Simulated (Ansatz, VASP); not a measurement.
## Re in VASP and in Ansatz

INCAR

```
PREC = Accurate ; ENCUT = 520
EDIFF = 1E-6 ; ISMEAR = 0
SIGMA = 0.1 ; LREAL = False
LASPH = True ; NELM = 100
ALGO = Fast ; ISIF = 2
LWAVE = False ; LCHARG = True
GGA = PE ; LELF = True
LVHAR = True ; NBANDS = 10
```

Contents of KPOINTS:

```
Automatic mesh
0
Gamma
  24 24 24
```

The input POSCAR:

```
Re
1.0
    0.0000000000      1.9960240885      1.9960240885
    1.9960240885      0.0000000000      1.9960240885
    1.9960240885      1.9960240885      0.0000000000
Re
1
Direct
    0.5000000000      0.5000000000      0.5000000000
```

Input for Ansatz:

```yaml
crystal:
  lattice:
    - [0.0, 1.9960240885, 1.9960240885]
    - [1.9960240885, 0.0, 1.9960240885]
    - [1.9960240885, 1.9960240885, 0.0]
  atoms:
    - { symbol: Re, position: [0.5, 0.5, 0.5] }
basis:
  ecutwfc: 420
kpoints:
  mp_grid: { grid: [24, 24, 24] }
hamiltonian:
  xc: pbe
scf:
  occupations: { method: gaussian, width: 0.1 }
output:
  forces: true
  stress: true
  eigenvalues: true
```

Alike in both runs: task single point; functional PBE; k mesh 24 × 24 × 24; occupations gaussian, width 0.1 eV; no spin polarisation.

|  | VASP | Ansatz |
| --- | --- | --- |
| version | VASP 6.6.1 | Ansatz 0.2.0 |
| potentials or method | VASP PAW PBE potentials, release 64 (Re), cutoff 520 eV | scalar-relativistic, plane waves, PAW |
| valence electrons in the cell | 7 | 15 |

|  | VASP | Ansatz | Ansatz less VASP |
| --- | --- | --- | --- |
| gap on the k mesh at the Fermi level (eV) | none | none | - |
| pressure (GPa) | -19.4 | -18.6 | +0.87 |

A gap of «none» marks a metal or a gap that the smearing closes. VASP's potentials hold 7 valence electrons a cell and Ansatz's 15, so a difference there can come from the potentials and not from the codes.

Spin-orbit coupling is off throughout.
